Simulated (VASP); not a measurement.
Write the native input for VASP 6.6.1 that does the following.

```yaml
Task: single point
Functional: RPBE
Potentials_or_basis: VASP PAW PBE potentials, release 64 (Y_sv)
Cutoff: 520 eV
k_mesh: 12 × 12 × 12
Occupations: methfessel-paxton, width 0.005 eV
Spin: no spin polarisation
Dipole_correction: no
Further_INCAR_settings: ALGO = Normal; EDIFF = 1e-06; NBANDS = 12
```

The structure of Y lies in POSCAR:

```
Y
1.0
    2.9121019415      0.0000000000      0.0000000000
    0.0000000000      2.9121019415      0.0000000000
    0.0000000000      0.0000000000      2.9121019415
Y
1
Direct
    0.0000000000      0.0000000000      0.0000000000
```

The input as run:

INCAR

```
PREC     = Accurate       # precision mode
ENCUT    = 520            # plane-wave cutoff, eV
EDIFF    = 1E-6           # SCF threshold, eV
ISMEAR   = 1              # smearing method
SIGMA    = 0.005          # smearing width, eV
LREAL    = F              # projectors in reciprocal space
LASPH    = T              # aspherical terms in the spheres
NELM     = 100            # most SCF steps
ALGO     = Normal         # electronic algorithm
ISIF     = 2              # what is computed and relaxed
LWAVE    = F              # write WAVECAR
LCHARG   = F              # write CHGCAR
GGA      = RP             # functional
NBANDS   = 12             # bands
```

KPOINTS

```
regular mesh
0
Gamma
  12 12 12
```

Potentials or basis: VASP PAW PBE potentials, release 64 (Y_sv).

Command:

```sh
$ cat potpaw_PBE.64/Y_sv/POTCAR > POTCAR
$ mpirun -np 1 vasp_std > vasp.out
```

Results of the run:

```
Pressure : 18.1 GPa
```

Caveat: the PAW data sets were made with another functional, which shifts forces and pressure a little.

It took 10 s on 1 thread of Intel(R) Xeon(R) 6975P-C (Granite Rapids), with other jobs on the host, peak memory 0.16 GiB.
